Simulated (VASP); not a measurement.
# Ni (Fm-3m) in VASP: a series of runs

Ni is run at these levels: PBE; tasks: single point.

Program: VASP 6.6.1. These are calculated values, not measurements. Logs are shortened: lines on timing, memory, paths and dates and some standing lists are left out, and cuts for length are marked.

## (1) The cell of the first run

Symmetry: Fm-3m, No. 225, cubic system. The conventional cell has a = 3.517 Å, b = 3.517 Å, c = 3.517 Å, α = 90.00°, β = 90.00°, γ = 90.00°. Ni (site symmetry m-3m) has 12 Ni at 2.49 Å within 3.3 Å.

## (2) Single point, PBE, collinear spin, antiferromagnetic start

Input file INCAR:

```
PREC     = Accurate       # precision mode
ENCUT    = 520            # plane-wave cutoff, eV
EDIFF    = 1E-6           # SCF threshold, eV
ISMEAR   = 0              # smearing method
SIGMA    = 0.1            # smearing width, eV
LREAL    = False          # projectors in reciprocal space
LASPH    = True           # aspherical terms in the spheres
NELM     = 150            # most SCF steps
ALGO     = Normal         # electronic algorithm
ISIF     = 2              # what is computed and relaxed
LWAVE    = False          # write WAVECAR
LCHARG   = False          # write CHGCAR
ISPIN    = 2              # spin polarisation
MAGMOM   = 2 -2           # initial moments
LORBIT   = 11             # projections on sites
LMAXMIX  = 4              # l up to which the mixer works
GGA      = PE             # functional
NBANDS   = 21             # bands
```

Input file KPOINTS:

```
Automatic mesh
0
Gamma
  13 13 13
```

Input file POSCAR:

```
Ni
1.0
    3.5170000000      1.7585000000      1.7585000000
    1.7585000000      3.5170000000      1.7585000000
    1.7585000000      1.7585000000      3.5170000000
Ni
2
Direct
    0.0000000000      0.0000000000      0.0000000000
    0.5000000000      0.5000000000      0.5000000000
```

Potentials or basis: VASP PAW PBE potentials, release 64 (Ni).

Command:

```bash
cat potpaw_PBE.64/Ni/POTCAR > POTCAR
mpirun -np 1 vasp_std > vasp.out
```

OUTCAR:

```text
PREC = Accurate
   ENCUT = 520
   EDIFF = 1E-6
   ISMEAR = 0
   LREAL = False
   LASPH = True
   NELM = 150
   ISIF = 2
   ISPIN = 2
   LORBIT = 11
   GGA = PE

 ion  position               nearest neighbor table
   1  0.000  0.000  0.000-   2 2.49   2 2.49   2 2.49   2 2.49   2 2.49   2 2.49
   2  0.500  0.500  0.500-   1 2.49   1 2.49   1 2.49   1 2.49   1 2.49   1 2.49

  LATTYP: Found a trigonal (rhomboedric) cell.
 ALAT       =     4.3074277127
 COS(alpha) =     0.8333333333

  Lattice vectors:

 A1 = (   3.5170000000,   1.7585000000,   1.7585000000)
 A2 = (   1.7585000000,   3.5170000000,   1.7585000000)
 A3 = (   1.7585000000,   1.7585000000,   3.5170000000)

Analysis of symmetry for initial positions (statically):
=====================================================================
 Subroutine PRICEL returns following result:

  LATTYP: Found a face centered cubic cell.
 ALAT       =     3.5170000000
[... 12 lines left out ...]
 Subroutine GETGRP returns: Found 12 space group operations
 (whereof 12 operations were pure point group operations)
 out of a pool of 12 trial point group operations.

The static configuration has the point symmetry D_3d.

Analysis of symmetry for dynamics (positions and initial velocities):
=====================================================================
 Subroutine PRICEL returns following result:

  LATTYP: Found a face centered cubic cell.
 ALAT       =     3.5170000000
[... 12 lines left out ...]
 Subroutine GETGRP returns: Found 12 space group operations
 (whereof 12 operations were pure point group operations)
 out of a pool of 12 trial point group operations.

The dynamic configuration has the point symmetry D_3d.

Analysis of structural, dynamic, and magnetic symmetry:
=====================================================================
 Subroutine PRICEL returns following result:

  LATTYP: Found a face centered cubic cell.
 ALAT       =     3.5170000000
[... 12 lines left out ...]
 Subroutine GETGRP returns: Found 12 space group operations
 (whereof 12 operations were pure point group operations)
 out of a pool of 12 trial point group operations.

The overall configuration has the point symmetry D_3d.

 Subroutine INISYM returns: Found 12 space group operations
 (whereof 12 operations are pure point group operations),
 and found     2 'primitive' translations

----------------------------------------------------------------------------------------

                                     Primitive cell

  volume of cell :      10.8757

  direct lattice vectors                    reciprocal lattice vectors
     0.000000000 -1.758500000  1.758500000     0.284333239 -0.284333239  0.284333239
    -1.758500000 -0.000000000  1.758500000    -0.284333239  0.284333239  0.284333239
    -1.758500000 -1.758500000  0.000000000    -0.284333239 -0.284333239 -0.284333239

  length of vectors
     2.486894549  2.486894549  2.486894549     0.492479615  0.492479615  0.492479615
[... 108 lines left out ...]
   LEPSILON=     F    determine dielectric tensor
   LRPA    =     F    only Hartree local field effects (RPA)
 spin polarized calculation
 Gauss-broadening in eV      SIGMA  =   0.10
  energy-cutoff  :      520.00
  volume of cell :       21.75
 maximum number of plane-waves:       600
   NGX = 15   NGY = 15   NGZ = 15

 number of electron      20.0000003 magnetization      -0.0000000

 number of electron      20.0000003 magnetization       0.0000000

 Free energy of the ion-electron system (eV)
  ---------------------------------------------------
  ext. energy  EPLUGINS =         0.00000000
  ---------------------------------------------------
  free energy    TOTEN  =       -10.84784267 eV

  energy without entropy =      -10.81891828  energy(sigma->0) =      -10.83338047

 E-fermi :   9.2212     XC(G=0): -13.2558

 val. band max:        9.2203834438   @ k =  -0.3077   0.3077   0.0769
 cond. band min:       9.2228280343   @ k =  -0.4615  -0.4615   0.0769
 fundamental gap:      0.0024445905
 Fermi energy:         9.2212250932

 spin component 1

 k-point     1 :       0.0000    0.0000    0.0000
  band No.  band energies     occupation
      1       0.3514      1.00000
      2       4.7747      1.00000
      3       7.1820      1.00000
      4       7.1820      1.00000
      5       7.3632      1.00000
      6       7.4318      1.00000
[... 565 lines left out ...]
     20      36.7495      0.00000
     21      38.1465      0.00000

 [... further k-points ...]

 spin component 2

 k-point     1 :       0.0000    0.0000    0.0000
  band No.  band energies     occupation
      1       0.3514      1.00000
      2       4.7747      1.00000
      3       7.1820      1.00000
      4       7.1820      1.00000
      5       7.3632      1.00000
      6       7.4318      1.00000
[... 565 lines left out ...]
     20      36.7495      0.00000
     21      38.1465      0.00000

 [... further k-points ...]

------------------------ aborting loop because EDIFF is reached ----------------------------------------

  FORCE on cell =-STRESS in cart. coord.  units (eV):
  Direction    XX          YY          ZZ          XY          YZ          ZX
  --------------------------------------------------------------------------------------
  -------------------------------------------------------------------------------------
  Total       -0.0717486     -0.0717486     -0.0717486      0.0448636      0.0448636      0.0448636
  in kB       -5.2848993     -5.2848993     -5.2848993      3.3045912      3.3045912      3.3045912
  external PRESSURE =      -5.2848993 kB  Pullay stress =       0.0000000 kB

 VOLUME and BASIS-vectors are now :
 -----------------------------------------------------------------------------
  energy-cutoff  :      520.00
  volume of cell :       21.75
      direct lattice vectors                 reciprocal lattice vectors
     3.517000000  1.758500000  1.758500000     0.426499858 -0.142166619 -0.142166619
     1.758500000  3.517000000  1.758500000    -0.142166619  0.426499858 -0.142166619
     1.758500000  1.758500000  3.517000000    -0.142166619 -0.142166619  0.426499858

 POSITION                                       TOTAL-FORCE (eV/Angst)
 -----------------------------------------------------------------------------------
      0.00000      0.00000      0.00000        -0.000000     -0.000000      0.000000
      3.51700      3.51700      3.51700         0.000000      0.000000     -0.000000
 -----------------------------------------------------------------------------------
    total drift:                               -0.000000      0.000000     -0.000000

  FREE ENERGIE OF THE ION-ELECTRON SYSTEM (eV)
  ---------------------------------------------------
  free  energy   TOTEN  =       -10.8478426651 eV

  energy  without entropy=      -10.8189182775  energy(sigma->0) =      -10.83338047

 total charge

# of ion       s       p       d       tot
------------------------------------------
    1        0.494   0.493   8.325   9.313
    2        0.494   0.493   8.325   9.313
--------------------------------------------------
tot          0.988   0.987  16.650  18.625

 magnetization (x)

# of ion       s       p       d       tot
------------------------------------------
    1       -0.001   0.000   0.281   0.281
    2        0.001  -0.000  -0.281  -0.281
--------------------------------------------------
tot          0.000   0.000   0.000   0.000
```

OSZICAR:

```text
N       E                     dE             d eps       ncg     rms          rms(c)
DAV:   1     0.972853730323E+02    0.97285E+02   -0.88895E+03 21297   0.135E+03
DAV:   2    -0.674182503531E+01   -0.10403E+03   -0.95931E+02 19899   0.235E+02
DAV:   3    -0.124353478747E+02   -0.56935E+01   -0.55165E+01 22302   0.634E+01
DAV:   4    -0.125132169834E+02   -0.77869E-01   -0.77783E-01 22241   0.685E+00
DAV:   5    -0.125155824684E+02   -0.23655E-02   -0.23653E-02 22319   0.117E+00    0.161E+01
DAV:   6    -0.115062255125E+02    0.10094E+01   -0.93809E+00 22976   0.596E+01    0.898E+00
DAV:   7    -0.108594107440E+02    0.64681E+00   -0.18673E+00 22804   0.256E+01    0.265E+00
DAV:   8    -0.108523819672E+02    0.70288E-02   -0.79648E-02 25987   0.394E+00    0.108E+00
DAV:   9    -0.108493072652E+02    0.30747E-02   -0.89410E-03 27201   0.113E+00    0.432E-01
DAV:  10    -0.108477441450E+02    0.15631E-02   -0.38873E-03 33877   0.962E-01    0.104E-01
DAV:  11    -0.108478488941E+02   -0.10475E-03   -0.36038E-04 27134   0.261E-01    0.551E-02
DAV:  12    -0.108478375898E+02    0.11304E-04   -0.34053E-05 27488   0.943E-02    0.269E-02
DAV:  13    -0.108478422232E+02   -0.46334E-05   -0.78888E-06 27978   0.381E-02    0.979E-03
DAV:  14    -0.108478426651E+02   -0.44197E-06   -0.25380E-06 11865   0.204E-02
   1 F= -.10847843E+02 E0= -.10833380E+02  d E =-.289244E-01  mag=     0.0000
```

Wall time 8.8 min (1 thread of Intel Xeon 8259CL, shared host); peak memory 0.31 GiB.

The run converged, but its numbers aren't listed here, since they failed a check.

Caveat: the result breaks the symmetry of the cell.

## (3) Single point, PBE, collinear spin, ferromagnetic start

Input file INCAR:

```
SYSTEM = Ni
ALGO = Normal
EDIFF = 1E-6
ENCUT = 520
GGA = PE
ISIF = 2
ISMEAR = 0
ISPIN = 2
LASPH = .True.
LCHARG = .False.
LMAXMIX = 4
LORBIT = 11
LREAL = .False.
LWAVE = .False.
MAGMOM = 2 2
NBANDS = 21
NELM = 150
PREC = Accurate
SIGMA = 0.1
```

Input file KPOINTS:

```
k-points
0
Gamma
  13 13 13
  0 0 0
```

POSCAR is that of step 2.

Potentials or basis: VASP PAW PBE potentials, release 64 (Ni).

Command:

```bash
cat potpaw_PBE.64/Ni/POTCAR > POTCAR
mpirun -np 1 vasp_std > vasp.out
```

OUTCAR:

```text
SYSTEM = Ni
   EDIFF = 1E-6
   ENCUT = 520
   GGA = PE
   ISIF = 2
   ISMEAR = 0
   ISPIN = 2
   LASPH = .True.
   LORBIT = 11
   LREAL = .False.
   NELM = 150
   PREC = Accurate

 ion  position               nearest neighbor table
   1  0.000  0.000  0.000-   2 2.49   2 2.49   2 2.49   2 2.49   2 2.49   2 2.49
   2  0.500  0.500  0.500-   1 2.49   1 2.49   1 2.49   1 2.49   1 2.49   1 2.49

  LATTYP: Found a trigonal (rhomboedric) cell.
 ALAT       =     4.3074277127
 COS(alpha) =     0.8333333333

  Lattice vectors:

 A1 = (   3.5170000000,   1.7585000000,   1.7585000000)
 A2 = (   1.7585000000,   3.5170000000,   1.7585000000)
 A3 = (   1.7585000000,   1.7585000000,   3.5170000000)

Analysis of symmetry for initial positions (statically):
=====================================================================
 Subroutine PRICEL returns following result:

  LATTYP: Found a face centered cubic cell.
 ALAT       =     3.5170000000
[... 12 lines left out ...]
 Subroutine GETGRP returns: Found 12 space group operations
 (whereof 12 operations were pure point group operations)
 out of a pool of 12 trial point group operations.

The static configuration has the point symmetry D_3d.

Analysis of symmetry for dynamics (positions and initial velocities):
=====================================================================
 Subroutine PRICEL returns following result:

  LATTYP: Found a face centered cubic cell.
 ALAT       =     3.5170000000
[... 12 lines left out ...]
 Subroutine GETGRP returns: Found 12 space group operations
 (whereof 12 operations were pure point group operations)
 out of a pool of 12 trial point group operations.

The dynamic configuration has the point symmetry D_3d.

Analysis of structural, dynamic, and magnetic symmetry:
=====================================================================
 Subroutine PRICEL returns following result:

  LATTYP: Found a face centered cubic cell.
 ALAT       =     3.5170000000
[... 156 lines left out ...]
  ext. energy  EPLUGINS =         0.00000000
  ---------------------------------------------------
  free energy    TOTEN  =       -10.95183739 eV

  energy without entropy =      -10.93454192  energy(sigma->0) =      -10.94318965

 E-fermi :   9.3855     XC(G=0): -13.2578

 val. band max:        9.3836030354   @ k =  -0.3077  -0.4615   0.0769
 cond. band min:       9.3866408250   @ k =  -0.2308   0.4615   0.0769
 fundamental gap:      0.0030377896
 Fermi energy:         9.3854921417

 spin component 1

 k-point     1 :       0.0000    0.0000    0.0000
  band No.  band energies     occupation
      1       0.3679      1.00000
      2       4.5421      1.00000
      3       6.9449      1.00000
      4       6.9458      1.00000
      5       6.9458      1.00000
      6       6.9652      1.00000
[... 565 lines left out ...]
     20      36.7407      0.00000
     21      38.1073      0.00000

 [... further k-points ...]

 spin component 2

 k-point     1 :       0.0000    0.0000    0.0000
  band No.  band energies     occupation
      1       0.3350      1.00000
      2       4.9780      1.00000
      3       7.5813      1.00000
      4       7.5813      1.00000
      5       7.6993      1.00000
      6       7.6993      1.00000
[... 565 lines left out ...]
     20      36.7537      0.00000
     21      38.1821      0.00000

 [... further k-points ...]

------------------------ aborting loop because EDIFF is reached ----------------------------------------

  FORCE on cell =-STRESS in cart. coord.  units (eV):
  Direction    XX          YY          ZZ          XY          YZ          ZX
  --------------------------------------------------------------------------------------
  -------------------------------------------------------------------------------------
  Total        0.0090308      0.0090308      0.0090308      0.0086395      0.0086395      0.0086395
  in kB        0.6651935      0.6651935      0.6651935      0.6363758      0.6363758      0.6363758
  external PRESSURE =       0.6651935 kB  Pullay stress =       0.0000000 kB

 VOLUME and BASIS-vectors are now :
 -----------------------------------------------------------------------------
  energy-cutoff  :      520.00
  volume of cell :       21.75
      direct lattice vectors                 reciprocal lattice vectors
     3.517000000  1.758500000  1.758500000     0.426499858 -0.142166619 -0.142166619
     1.758500000  3.517000000  1.758500000    -0.142166619  0.426499858 -0.142166619
     1.758500000  1.758500000  3.517000000    -0.142166619 -0.142166619  0.426499858

 POSITION                                       TOTAL-FORCE (eV/Angst)
 -----------------------------------------------------------------------------------
      0.00000      0.00000      0.00000        -0.000000     -0.000000      0.000000
      3.51700      3.51700      3.51700         0.000000      0.000000     -0.000000
 -----------------------------------------------------------------------------------
    total drift:                               -0.000000      0.000000     -0.000000

  FREE ENERGIE OF THE ION-ELECTRON SYSTEM (eV)
  ---------------------------------------------------
  free  energy   TOTEN  =       -10.9518373881 eV

  energy  without entropy=      -10.9345419173  energy(sigma->0) =      -10.94318965

 total charge

# of ion       s       p       d       tot
------------------------------------------
    1        0.498   0.498   8.315   9.310
    2        0.498   0.498   8.315   9.310
--------------------------------------------------
tot          0.995   0.996  16.629  18.621

 magnetization (x)

# of ion       s       p       d       tot
------------------------------------------
    1       -0.006  -0.024   0.668   0.638
    2       -0.006  -0.024   0.668   0.638
--------------------------------------------------
tot         -0.012  -0.049   1.337   1.276
```

OSZICAR:

```text
N       E                     dE             d eps       ncg     rms          rms(c)
DAV:   1     0.975625222417E+02    0.97563E+02   -0.88212E+03 21241   0.136E+03
DAV:   2    -0.677483481259E+01   -0.10434E+03   -0.95815E+02 19894   0.235E+02
DAV:   3    -0.125711196098E+02   -0.57963E+01   -0.56082E+01 22296   0.637E+01
DAV:   4    -0.126488394447E+02   -0.77720E-01   -0.77648E-01 22101   0.683E+00
DAV:   5    -0.126511885745E+02   -0.23491E-02   -0.23490E-02 22313   0.117E+00    0.157E+01
DAV:   6    -0.116608692719E+02    0.99032E+00   -0.81326E+00 23022   0.592E+01    0.915E+00
DAV:   7    -0.109830335213E+02    0.67784E+00   -0.17338E+00 22798   0.247E+01    0.251E+00
DAV:   8    -0.109591287357E+02    0.23905E-01   -0.13744E-02 27146   0.140E+00    0.131E+00
DAV:   9    -0.109539778791E+02    0.51509E-02   -0.63174E-04 27825   0.253E-01    0.546E-01
DAV:  10    -0.109518113183E+02    0.21666E-02   -0.19852E-04 30369   0.340E-01    0.751E-02
DAV:  11    -0.109518459438E+02   -0.34626E-04   -0.51798E-05 24144   0.827E-02    0.283E-02
DAV:  12    -0.109518372257E+02    0.87181E-05   -0.29130E-06 26212   0.253E-02    0.187E-02
DAV:  13    -0.109518373881E+02   -0.16245E-06   -0.19184E-06 18613   0.149E-02
   1 F= -.10951837E+02 E0= -.10943190E+02  d E =-.172955E-01  mag=     1.2528
```

It took 8 min on 1 thread of Intel Xeon 8259CL, shared host; peak memory 0.31 GiB.

What came out:

- Free energy: -10.9518 eV
- Pressure: 0.1 GPa
- Net moment: 1.25 μB per cell
- Site moments: Ni +0.64 μB
- Valence electrons inside the program's atomic spheres: Ni 9.31

(Part 1 of 2 ends here.)
